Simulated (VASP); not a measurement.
# Ge32H19N in VASP: settings compared, part 2 of 2

VASP 6.6.1. The steps go on from the part before.

**3. Single point, RPBE**

The input, INCAR:

```
PREC     = Accurate       # precision mode
ENCUT    = 520            # plane-wave cutoff, eV
EDIFF    = 1E-6           # SCF threshold, eV
ISMEAR   = 0              # smearing method
SIGMA    = 0.03           # smearing width, eV
LREAL    = Auto         
LASPH    = T              # aspherical terms in the spheres
NELM     = 100            # most SCF steps
ALGO     = Normal         # electronic algorithm
ISIF     = 2              # what is computed and relaxed
LWAVE    = F              # write WAVECAR
LCHARG   = F              # write CHGCAR
GGA      = RP             # functional
NBANDS   = 268            # bands
```

The input, KPOINTS:

```
regular mesh
0
Gamma
  1 1 1
```

The input, POSCAR:

```
Ge32H19N
1.0
    8.0016200000      8.0016200000      0.0000000000
   -8.0016200000      8.0016200000      0.0000000000
    0.0000000000      0.0000000000     20.9129000000
Ge H N
32 19 1
Direct
   -0.3140265300      0.3109589600      0.3422215800
   -0.1932265300     -0.3220955700      0.3427282900
    0.0439511100     -0.0542962900      0.3643328900
    0.3120354100      0.1838665000      0.3426609500
   -0.0338037500     -0.4697666600      0.3828234500
    0.2039114100     -0.2055432800      0.3496382000
    0.4666291900      0.0315199800      0.3828993800
    0.5291078100     -0.5398707600      0.3831886300
   -0.1229138700      0.3855728000      0.3029960600
   -0.1218800900     -0.1321514600      0.2995752700
    0.1196302400      0.1168401300      0.3030793100
    0.3845050800      0.3741041200      0.3019578400
    0.1139815600     -0.3830706200      0.3033882000
    0.3796227000     -0.1136263000      0.3028374700
    0.6144460500      0.1186966500      0.3036572400
    0.6136939100     -0.3898503900      0.3047312100
   -0.0016775600      0.2515248200      0.2349168200
    0.0033902100     -0.2545517500      0.2287860900
    0.2516011500     -0.0000707800      0.2296743200
    0.5021017800      0.2479590900      0.2284534600
    0.2500573100     -0.5017031000      0.2353577600
    0.4995950900     -0.2493661700      0.2354661700
    0.7491875800     -0.0005028300      0.2346429100
    0.7499259900     -0.4988360800      0.2289605200
   -0.1250000000      0.1250000000      0.1644630000
   -0.1250000000     -0.3750000000      0.1644630000
    0.1250000000     -0.1250000000      0.1644630000
    0.3750000000      0.1250000000      0.1644630000
    0.1250000000     -0.6250000000      0.1644630000
    0.3750000000     -0.3750000000      0.1644630000
    0.6250000000     -0.1250000000      0.1644630000
    0.6250000000     -0.6250000000      0.1644630000
   -0.0489780000      0.0489780000      0.1195430000
   -0.2010220000      0.2010220000      0.1195430000
   -0.0489780000     -0.4510220000      0.1195430000
   -0.2010220000     -0.2989780000      0.1195430000
    0.2010220000     -0.2010220000      0.1195430000
    0.0489780000     -0.0489780000      0.1195430000
    0.4510220000      0.0489780000      0.1195430000
    0.2989780000      0.2010220000      0.1195430000
    0.2010220000     -0.7010220000      0.1195430000
    0.0489780000     -0.5489780000      0.1195430000
    0.4510220000     -0.4510220000      0.1195430000
    0.2989780000     -0.2989780000      0.1195430000
    0.7010220000     -0.2010220000      0.1195430000
    0.5489780000     -0.0489780000      0.1195430000
    0.7010220000     -0.7010220000      0.1195430000
    0.5489780000     -0.5489780000      0.1195430000
    0.1005542900     -0.1036277200      0.4375916800
    0.2772766100     -0.1653117600      0.4640496900
    0.1792448300     -0.2744950500      0.4671431600
    0.2014609000     -0.1979839200      0.4440084700
```

Potentials or basis: VASP PAW PBE potentials, release 64 (Ge_d, H, N).

Started as:

```console
$ cat potpaw_PBE.64/Ge_d/POTCAR potpaw_PBE.64/H/POTCAR potpaw_PBE.64/N/POTCAR > POTCAR
$ mpirun -np 1 vasp_gam > vasp.out
```

It took 38 min on 1 thread of Oxide Virtual Turin-like, shared host; peak memory 1.9 GiB.

Results (log left out):

| Item | Value |
| --- | --- |
| Free energy | -195.0107 eV |
| Largest force | 0.811 eV/Å |
| Band gap on the k mesh | 0.63 eV |

Forces on the atoms (eV/Å):
```
Ge  -0.057  0.003  0.097
Ge   0.077  0.002  0.074
Ge  -0.035  0.021  0.246
Ge   0.074 -0.001  0.076
Ge   0.003 -0.022  0.210
Ge   0.016 -0.011  0.011
Ge   0.007  0.032  0.211
Ge   0.003  0.005  0.213
Ge   0.023  0.015  0.107
Ge  -0.051 -0.019  0.093
Ge  -0.040  0.015  0.061
Ge  -0.024  0.019  0.095
Ge   0.026 -0.042  0.055
Ge   0.027  0.038  0.064
Ge   0.016 -0.013  0.088
Ge  -0.011 -0.010  0.071
Ge   0.001 -0.006  0.003
Ge  -0.004 -0.019  0.011
Ge  -0.012  0.028  0.026
Ge   0.001 -0.011  0.046
Ge  -0.004  0.000 -0.003
Ge   0.003  0.004  0.000
Ge  -0.009  0.008  0.005
Ge  -0.023 -0.001  0.064
Ge  -0.128 -0.034  0.342
Ge   0.031  0.106 -0.804
Ge  -0.046  0.055 -0.511
Ge   0.039 -0.006 -0.767
Ge   0.144  0.031  0.268
Ge  -0.139 -0.051  0.418
Ge   0.146 -0.071  0.254
Ge  -0.105  0.056 -0.689
H   -0.017  0.002 -0.017
H    0.121 -0.018 -0.019
H   -0.119 -0.105 -0.098
H    0.149 -0.028 -0.059
H   -0.133  0.057 -0.058
H    0.082 -0.020 -0.072
H   -0.119 -0.004 -0.095
H    0.147  0.058 -0.064
H   -0.130 -0.046 -0.018
H    0.054  0.005 -0.013
H   -0.019  0.007 -0.031
H    0.129 -0.016 -0.015
H   -0.130  0.010 -0.018
H    0.055 -0.040 -0.014
H   -0.104  0.058 -0.045
H    0.089 -0.019 -0.070
H   -0.117 -0.030 -0.019
H   -0.002 -0.015  0.032
H   -0.011 -0.018  0.024
N    0.125  0.042  0.233
```

Levels at points of the mesh, in eV from the valence-band top:
| k point | band 234 | band 235 | band 236 | band 237 | band 238 | band 239 |
| --- | --- | --- | --- | --- | --- | --- |
| (0.00, 0.00, 0.00) | -0.14 | -0.07 | 0.00 | 0.63 | 1.02 | 1.37 |

Caveat: the k points lie up to 0.56 Å⁻¹ apart; the PAW data sets were made with another functional, which shifts forces and pressure a little.

**4. Single point, revPBE+D3(BJ)**

The input, INCAR:

```
SYSTEM = Ge32H19N
ALGO     = Normal         ! electronic algorithm
EDIFF    = 1E-6           ! SCF threshold, eV
ENCUT    = 520            ! plane-wave cutoff, eV
GGA      = RE             ! functional
ISIF     = 2              ! what is computed and relaxed
ISMEAR   = 0              ! smearing method
IVDW     = 12             ! dispersion correction
LASPH    = .True.         ! aspherical terms in the spheres
LCHARG   = .False.        ! write CHGCAR
LREAL    = Auto         
LWAVE    = .False.        ! write WAVECAR
NBANDS   = 268            ! bands
NELM     = 60             ! most SCF steps
PREC     = Accurate       ! precision mode
SIGMA    = 0.03           ! smearing width, eV
```

The input, KPOINTS:

```
k-points
0
Gamma
  1 1 1
  0 0 0
```

The input, POSCAR:

```
Ge32H19N
1.0
    8.0016200000      8.0016200000      0.0000000000
   -8.0016200000      8.0016200000      0.0000000000
    0.0000000000      0.0000000000     20.9129000000
Ge H N
32 19 1
Direct
   -0.3116030400      0.3132913800      0.3427837100
   -0.1800131100     -0.3066390900      0.3410474200
    0.0448675000     -0.0313232400      0.3839739500
    0.3186772000      0.1916646700      0.3415172000
   -0.0326310900     -0.4644349500      0.3817176100
    0.1970771700     -0.1953826600      0.3495129800
    0.4659074900      0.0328462300      0.3815716000
    0.5406036900     -0.5275329700      0.3812045700
   -0.1191885400      0.3853461400      0.3034134800
   -0.1072994500     -0.1136692400      0.3056212600
    0.1285354500      0.1153524300      0.3019361900
    0.3899336100      0.3850200100      0.3040727100
    0.1135049700     -0.3776158300      0.3018516300
    0.3792686300     -0.1138496700      0.3010590100
    0.6142198100      0.1210309700      0.3038652700
    0.6287020500     -0.3822422600      0.3007152600
    0.0018708600      0.2488179800      0.2354410000
   -0.0003383300     -0.2510783300      0.2292265200
    0.2524494700     -0.0018814500      0.2279505200
    0.4996014200      0.2498135700      0.2292096800
    0.2497157300     -0.4990994200      0.2354178000
    0.5010895000     -0.2500368000      0.2349213700
    0.7510793900      0.0000345500      0.2359402600
    0.7517061000     -0.5020328200      0.2283686300
   -0.1250000000      0.1250000000      0.1644630000
   -0.1250000000     -0.3750000000      0.1644630000
    0.1250000000     -0.1250000000      0.1644630000
    0.3750000000      0.1250000000      0.1644630000
    0.1250000000     -0.6250000000      0.1644630000
    0.3750000000     -0.3750000000      0.1644630000
    0.6250000000     -0.1250000000      0.1644630000
    0.6250000000     -0.6250000000      0.1644630000
   -0.0489780000      0.0489780000      0.1195430000
   -0.2010220000      0.2010220000      0.1195430000
   -0.0489780000     -0.4510220000      0.1195430000
   -0.2010220000     -0.2989780000      0.1195430000
    0.2010220000     -0.2010220000      0.1195430000
    0.0489780000     -0.0489780000      0.1195430000
    0.4510220000      0.0489780000      0.1195430000
    0.2989780000      0.2010220000      0.1195430000
    0.2010220000     -0.7010220000      0.1195430000
    0.0489780000     -0.5489780000      0.1195430000
    0.4510220000     -0.4510220000      0.1195430000
    0.2989780000     -0.2989780000      0.1195430000
    0.7010220000     -0.2010220000      0.1195430000
    0.5489780000     -0.0489780000      0.1195430000
    0.7010220000     -0.7010220000      0.1195430000
    0.5489780000     -0.5489780000      0.1195430000
    0.2058818700     -0.3016232700      0.4650965200
    0.3124359600     -0.1997688500      0.4620224600
    0.3308845300     -0.3293470800      0.4263457100
    0.2700837600     -0.2649506900      0.4369113500
```

Started as:

```console
$ cat potpaw_PBE.64/Ge_d/POTCAR potpaw_PBE.64/H/POTCAR potpaw_PBE.64/N/POTCAR > POTCAR
$ mpirun -np 1 vasp_gam > vasp.out
```

It took 44 min on 1 thread of Oxide Virtual Turin-like, shared host; peak memory 1.9 GiB.

Results (log left out):

```
Free energy                : -211.7829 eV
Largest force              : 0.610 eV/Å
Dispersion energy per atom : -0.269 eV
```

Forces in eV/Å, atoms in the order of the input:
```
Ge   0.095  0.003  0.046
Ge  -0.123 -0.016  0.091
Ge  -0.030  0.000  0.096
Ge  -0.102 -0.007  0.058
Ge   0.083  0.007  0.087
Ge   0.008  0.008 -0.089
Ge   0.085 -0.016  0.096
Ge  -0.078  0.003  0.092
Ge   0.042  0.001 -0.032
Ge  -0.029 -0.003 -0.042
Ge  -0.035 -0.014 -0.033
Ge  -0.043  0.003 -0.039
Ge   0.035  0.028 -0.021
Ge   0.025 -0.025 -0.019
Ge   0.036  0.003 -0.041
Ge  -0.042 -0.014 -0.029
Ge  -0.003  0.001  0.005
Ge   0.016  0.038 -0.053
Ge   0.005 -0.015 -0.026
Ge   0.010  0.011 -0.062
Ge   0.000  0.006  0.006
Ge  -0.002  0.000  0.005
Ge   0.004  0.005  0.002
Ge  -0.003 -0.006 -0.057
Ge  -0.143  0.045  0.549
Ge   0.051 -0.012 -0.585
Ge  -0.100 -0.085 -0.499
Ge   0.020 -0.078 -0.605
Ge   0.174 -0.019  0.533
Ge  -0.138  0.047  0.506
Ge   0.180  0.057  0.534
Ge  -0.056 -0.075 -0.548
H    0.001 -0.008  0.016
H    0.110  0.016  0.033
H   -0.076  0.047 -0.047
H    0.113 -0.027 -0.006
H   -0.101 -0.063 -0.009
H    0.074  0.004 -0.044
H   -0.075  0.067 -0.046
H    0.116  0.032 -0.008
H   -0.099  0.013  0.023
H    0.000  0.027  0.034
H   -0.005 -0.009  0.018
H    0.101  0.013  0.023
H   -0.098  0.031  0.021
H   -0.002  0.028  0.036
H   -0.113 -0.057 -0.005
H    0.077  0.005 -0.017
H   -0.001  0.009 -0.010
H   -0.008 -0.030 -0.020
H   -0.014 -0.006 -0.008
N    0.059  0.026  0.090
```

Levels at points of the mesh, in eV from the Fermi level:
```
           k point  band 233  band 234  band 235  band 236  band 237  band 238  band 239  band 240
(0.00, 0.00, 0.00)     -0.37     -0.30     -0.21     -0.14      0.42      0.80      1.17      1.22
```

Caveat: the k points lie up to 0.56 Å⁻¹ apart; the PAW data sets were made with another functional, which shifts forces and pressure a little.

**5. The runs side by side**

```tsv
level	cell	largest force (eV/Å)
PBEsol	as given, atomic positions A	0.76
RPBE	as given, atomic positions A	0.81
revPBE+D3(BJ)	as given, atomic positions B	0.61
```

Alike in all rows: task single point; potentials or basis VASP PAW PBE potentials, release 64 (Ge_d, H, N); no spin polarisation; k mesh 1 × 1 × 1; cutoff (eV) 520; smearing gaussian 0.03 eV.

Caveats: all runs use coarse meshes; the PAW data sets were made with another functional, which shifts forces and pressure a little.

Absolute energies hang on the potentials; compare differences alone.
